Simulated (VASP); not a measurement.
# H2 in VASP: further runs

The runs below take H2 through single point, relaxation of the atoms, with PBE.

Everything below comes from runs of VASP 6.6.1. Logs are shortened: lines on timing, memory, paths and dates and some standing lists are left out, and cuts for length are marked.

**1. The cell of the first run**

The cell holds a cluster in a box, 2 atoms: a = 9.000 Å, b = 9.200 Å, c = 9.800 Å, α = 90.00°, β = 90.00°, γ = 90.00°.

**2. Single point, PBE**

INCAR reads:

```
SYSTEM = H
  PREC = Accurate
  ENCUT = 500
  EDIFF = 1E-6
  ISMEAR = -1
  SIGMA = 0.01
  LREAL = .False.
  LASPH = .True.
  NELM = 120
  ALGO = Normal
  ISIF = 2
  LWAVE = .False.
  LCHARG = .False.
  GGA = PE
  NBANDS = 8
  GGA_COMPAT = .False.
```

KPOINTS reads:

```
Automatic mesh
0
Gamma
  1 1 1
  0 0 0
```

POSCAR reads:

```
H
1.0
    9.0000000000      0.0000000000      0.0000000000
    0.0000000000      9.2000000000      0.0000000000
    0.0000000000      0.0000000000      9.8000000000
H
2
Direct
    0.5000000000      0.5000000000      0.4617225275
    0.5000000000      0.5000000000      0.5382774725
```

Potentials or basis: VASP PAW PBE potentials, release 64 (H).

Started as:

```
cat potpaw_PBE.64/H/POTCAR > POTCAR
mpirun -np 1 vasp_gam > vasp.out
```

OUTCAR:

```text
SYSTEM = H
   PREC = Accurate
   ENCUT = 500
   EDIFF = 1E-6
   ISMEAR = -1
   LREAL = .False.
   LASPH = .True.
   NELM = 120
   ISIF = 2
   GGA = PE

 ion  position               nearest neighbor table
   1  0.500  0.500  0.462-   2 0.75
   2  0.500  0.500  0.538-   1 0.75

  LATTYP: Found a simple orthorhombic cell.
 ALAT       =     9.0000000000
 B/A-ratio  =     1.0222222222
 C/A-ratio  =     1.0888888889

  Lattice vectors:

 A1 = (   9.0000000000,   0.0000000000,   0.0000000000)
 A2 = (   0.0000000000,   9.2000000000,   0.0000000000)
 A3 = (   0.0000000000,   0.0000000000,   9.8000000000)

Analysis of symmetry for initial positions (statically):
=====================================================================
 Subroutine PRICEL returns:
 Original cell was already a primitive cell.

 Routine SETGRP: Setting up the symmetry group for a
 simple orthorhombic supercell.

 Subroutine GETGRP returns: Found  8 space group operations
 (whereof  8 operations were pure point group operations)
 out of a pool of  8 trial point group operations.

The static configuration has the point symmetry D_2h.

Analysis of symmetry for dynamics (positions and initial velocities):
=====================================================================
 Subroutine PRICEL returns:
 Original cell was already a primitive cell.

 Routine SETGRP: Setting up the symmetry group for a
 simple orthorhombic supercell.

 Subroutine GETGRP returns: Found  8 space group operations
 (whereof  8 operations were pure point group operations)
 out of a pool of  8 trial point group operations.

The dynamic configuration has the point symmetry D_2h.

 Subroutine INISYM returns: Found  8 space group operations
 (whereof  8 operations are pure point group operations),
 and found     1 'primitive' translations

----------------------------------------------------------------------------------------

                                     Primitive cell

  volume of cell :     811.4400

  direct lattice vectors                    reciprocal lattice vectors
     9.000000000  0.000000000  0.000000000     0.111111111  0.000000000  0.000000000
     0.000000000  9.200000000  0.000000000     0.000000000  0.108695652  0.000000000
     0.000000000  0.000000000  9.800000000     0.000000000  0.000000000  0.102040816

  length of vectors
     9.000000000  9.200000000  9.800000000     0.111111111  0.108695652  0.102040816

  position of ions in fractional coordinates (direct lattice)
     0.500000000  0.500000000  0.461722528
     0.500000000  0.500000000  0.538277472

  ion indices of the primitive-cell ions
   primitive index   ion index
                 1           1
                 2           2

----------------------------------------------------------------------------------------

 KPOINTS: Automatic mesh

Automatic generation of k-mesh.
 Grid dimensions read from file:
 generate k-points for:    1    1    1

 Generating k-lattice:

  Cartesian coordinates                     Fractional coordinates (reciprocal lattice)
     0.111111111  0.000000000  0.000000000     1.000000000  0.000000000  0.000000000
     0.000000000  0.108695652  0.000000000     0.000000000  1.000000000  0.000000000
     0.000000000  0.000000000  0.102040816     0.000000000  0.000000000  1.000000000

  Length of vectors
     0.111111111  0.108695652  0.102040816

  Shift w.r.t. Gamma in fractional coordinates (k-lattice)
     0.000000000  0.000000000  0.000000000

 Subroutine IBZKPT returns following result:
 ===========================================

 Found      1 irreducible k-points:

 Following reciprocal coordinates:
            Coordinates               Weight
  0.000000  0.000000  0.000000      1.000000
   k-points           NKPTS =      1   k-points in BZ     NKDIM =      1   number of bands    NBANDS=      8
   number of dos      NEDOS =    301   number of ions     NIONS =      2
   total plane-waves  NPLWV = 352800
   dimension x,y,z NGX =    70 NGY =   70 NGZ =   72
   dimension x,y,z NGXF=   140 NGYF=  140 NGZF=  144
   ions per type =               2
   NGX,Y,Z   is equivalent  to a cutoff of  12.93, 12.65, 12.21 a.u.
   NGXF,Y,Z  is equivalent  to a cutoff of  25.86, 25.30, 24.43 a.u.
 SYSTEM =  H
   PREC   = accura    normal or accurate (medium, high low for compatibility)
   ISTART =      0    job   : 0-new  1-cont  2-samecut
   ICHARG =      2    charge: 1-file 2-atom 10-const
   ISPIN  =      1    spin polarized calculation?
   LNONCOLLINEAR =      F non collinear calculations
   LSORBIT =      F    spin-orbit coupling
   LASPH  =      T    aspherical Exc in radial PAW
   ENCUT  =  500.0 eV  36.75 Ry    6.06 a.u.  16.41 16.77 17.87*2*pi/ulx,y,z
   NELM   =    120;   NELMIN=  2; NELMDL= -5     # of ELM steps
   EDIFF  = 0.1E-05   stopping-criterion for ELM
   LREAL  =      F    real-space projection
   EDIFFG = 0.1E-04   stopping-criterion for IOM
   NSW    =      0    number of steps for IOM
   IBRION =     -1    ionic relax: 0-MD 1-quasi-New 2-CG
   NFREE  =      0    steps in history (QN), initial steepest desc. (CG)
   ISIF   =      2    stress and relaxation
   ISYM   =      2    0-nonsym 1-usesym 2-fastsym
   POTIM  = 0.5000    time-step for ionic-motion
   TEBEG  =    0.0;   TEEND  =   0.0 temperature during run
   PSTRESS=    0.0 pullay stress
   NELECT =       2.0000    total number of electrons
   NUPDOWN=      -1.0000    fix difference up-down
   EMIN   =  10.00;   EMAX   =-10.00  energy-range for DOS
   EFERMI =   0.00;   METHOD = LEGACY
   ISMEAR =    -1;   SIGMA  =   0.01  broadening in eV -4-tet -1-fermi 0-gaus
   EFERMI_NEDOS =   21; number of points for ismear=-14 and -15
   IALGO  =     38    algorithm
   IMIX   =      4    mixing-type and parameters
     AMIX     =   0.40;   BMIX     =  1.00
     AMIX_MAG =   1.60;   BMIX_MAG =  1.00
  volume/ion in A,a.u.               =     405.72      2737.93
  Fermi-wavevector in a.u.,A,eV,Ry     =   0.221139  0.417893  0.665360  0.048903
  Thomas-Fermi vector in A             =   1.002737
   LORBIT       =      0    0 simple, 1 ext, 2 COOP (PROOUT), +10 PAW based schemes
   GGA     = PE    functional components
   LHFCALC =     F    Hartree Fock is set to
   AEXX    =    0.0000 exact exchange contribution
   IVDW    =     0    specifies the selected vdW correction
   LEPSILON=     F    determine dielectric tensor
   LRPA    =     F    only Hartree local field effects (RPA)
 non-spin polarized calculation
  energy-cutoff  :      500.00
  volume of cell :      811.44
 maximum number of plane-waves:     10314
 NGX is ok and might be reduce to    70
   NGX = 33   NGY = 33   NGZ = 35

 number of electron       2.0000001 magnetization

 Free energy of the ion-electron system (eV)
  ---------------------------------------------------
  ext. energy  EPLUGINS =         0.00000000
  ---------------------------------------------------
  free energy    TOTEN  =        -6.77162059 eV

  energy without entropy =       -6.77162059  energy(sigma->0) =       -6.77162059

 E-fermi : -10.0158     XC(G=0):  -0.4620

 val. band max:      -10.2963014735   @ k =   0.0000   0.0000   0.0000
 cond. band min:      -0.1941305360   @ k =   0.0000   0.0000   0.0000
 fundamental gap:     10.1021709375
 Fermi energy:       -10.0158461018

 k-point     1 :       0.0000    0.0000    0.0000
  band No.  band energies     occupation
      1     -10.2963      2.00000
      2      -0.1941      0.00000
      3       0.3835      0.00000
      4       1.1014      0.00000
      5       1.1550      0.00000
      6       1.4025      0.00000
      7       1.6068      0.00000
      8       1.7085      0.00000

------------------------ aborting loop because EDIFF is reached ----------------------------------------

  FORCE on cell =-STRESS in cart. coord.  units (eV):
  Direction    XX          YY          ZZ          XY          YZ          ZX
  --------------------------------------------------------------------------------------
  -------------------------------------------------------------------------------------
  Total       -0.0355762     -0.0356711     -0.0514274      0.0000000      0.0000000      0.0000000
  in kB       -0.0702447     -0.0704321     -0.1015427      0.0000000      0.0000000      0.0000000
  external PRESSURE =      -0.0807398 kB  Pullay stress =       0.0000000 kB

 VOLUME and BASIS-vectors are now :
 -----------------------------------------------------------------------------
  energy-cutoff  :      500.00
  volume of cell :      811.44
      direct lattice vectors                 reciprocal lattice vectors
     9.000000000  0.000000000  0.000000000     0.111111111  0.000000000  0.000000000
     0.000000000  9.200000000  0.000000000     0.000000000  0.108695652  0.000000000
     0.000000000  0.000000000  9.800000000     0.000000000  0.000000000  0.102040816

 POSITION                                       TOTAL-FORCE (eV/Angst)
 -----------------------------------------------------------------------------------
      4.50000      4.60000      4.52488         0.000000     -0.000000      0.008304
      4.50000      4.60000      5.27512         0.000000      0.000000     -0.008304
 -----------------------------------------------------------------------------------
    total drift:                                0.000000      0.000000      0.000000

  FREE ENERGIE OF THE ION-ELECTRON SYSTEM (eV)
  ---------------------------------------------------
  free  energy   TOTEN  =        -6.7716205880 eV

  energy  without entropy=       -6.7716205880  energy(sigma->0) =       -6.77162059
```

Run time: 36 s. Hardware: 1 thread of Intel Xeon 8259CL, shared host; peak memory 0.63 GiB.

What came out:

```yaml
Free_energy: -6.7716 eV
Largest_force: 0.008 eV/Å
```

Forces on the atoms (eV/Å):
```
H    0.000  0.000  0.008
H    0.000  0.000 -0.008
```

Levels at points of the mesh, in eV from the Fermi level:
| k point | band 1 | band 2 | band 3 | band 4 | band 5 | band 6 |
| --- | --- | --- | --- | --- | --- | --- |
| (0.00, 0.00, 0.00) | -0.28 | 9.82 | 10.40 | 11.12 | 11.17 | 11.42 |

**3. Single point, PBE**

INCAR reads:

```
ALGO = Normal
EDIFF = 1E-6
ENCUT = 500
GGA = PE
GGA_COMPAT = F
ISIF = 2
ISMEAR = -1
LASPH = T
LCHARG = F
LREAL = F
LWAVE = F
NBANDS = 8
NELM = 120
PREC = Accurate
SIGMA = 0.01
```

KPOINTS reads:

```
k-points
0
Gamma
  1 1 1
```

POSCAR is that of step 2.

Potentials or basis: VASP PAW PBE potentials, release 64 (H).

Started as:

```
cat potpaw_PBE.64/H/POTCAR > POTCAR
mpirun -np 1 vasp_gam > vasp.out
```

Run time: 38 s. Hardware: 1 thread of Intel Xeon 8259CL, shared host; peak memory 0.63 GiB.

It converged, with:

| Quantity | Value |
| --- | --- |
| Free energy | -6.7716 eV |
| Largest force | 0.008 eV/Å |

Forces in eV/Å, atoms in the order of the input:
```
H    0.000  0.000  0.008
H    0.000  0.000 -0.008
```

Levels at points of the mesh, in eV from the Fermi level:
| k point | band 1 | band 2 | band 3 | band 4 |
| --- | --- | --- | --- | --- |
| (0.00, 0.00, 0.00) | -0.28 | 9.82 | 10.40 | 11.12 |

**4. Relaxation of the atoms, PBE**

INCAR reads:

```
PREC     = Accurate       # precision mode
ENCUT    = 450            # plane-wave cutoff, eV
EDIFF    = 1E-7           # SCF threshold, eV
ISMEAR   = -1             # smearing method
SIGMA    = 0.01           # smearing width, eV
LREAL    = F              # projectors in reciprocal space
LASPH    = T              # aspherical terms in the spheres
NELM     = 120            # most SCF steps
ALGO     = Normal         # electronic algorithm
ISIF     = 2              # what is computed and relaxed
LWAVE    = F              # write WAVECAR
LCHARG   = F              # write CHGCAR
GGA      = PE             # functional
IBRION   = 2              # ionic algorithm
NSW      = 100            # ionic steps
EDIFFG   = -0.003         # ionic threshold
GGA_COMPAT= F            
NELMIN   = 4
```

KPOINTS reads:

```
Automatic mesh
0
Gamma
  1 1 1
```

POSCAR reads:

```
H
1.0
    9.0000000000      0.0000000000      0.0000000000
    0.0000000000      9.2000000000      0.0000000000
    0.0000000000      0.0000000000      9.8000000000
H
2
Direct
    0.5000000000      0.5000000000      0.4617346900
    0.5000000000      0.5000000000      0.5382653100
```

Started as:

```
cat potpaw_PBE.64/H/POTCAR > POTCAR
mpirun -np 1 vasp_gam > vasp.out
```

Wall time 49 s (1 thread of Intel Xeon 8259CL, shared host); peak memory 0.58 GiB.

Results (log left out):

* Free energy: -6.7676 eV
* Energy gained by relaxing: 0.0 meV/atom
* Ionic steps: 3

Final structure:
```yaml
crystal:
  lattice:
    - [9.00000, 0.00000, 0.00000]
    - [0.00000, 9.20000, 0.00000]
    - [0.00000, 0.00000, 9.80000]
  atoms:
    - { symbol: H, position: [0.50000, 0.50000, 0.46172] }
    - { symbol: H, position: [0.50000, 0.50000, 0.53828] }
```

Levels at points of the mesh, in eV from the Fermi level:
```csv
k point,band 1,band 2,band 3,band 4
"(0.00, 0.00, 0.00)",-0.27,9.84,10.41,11.13
```
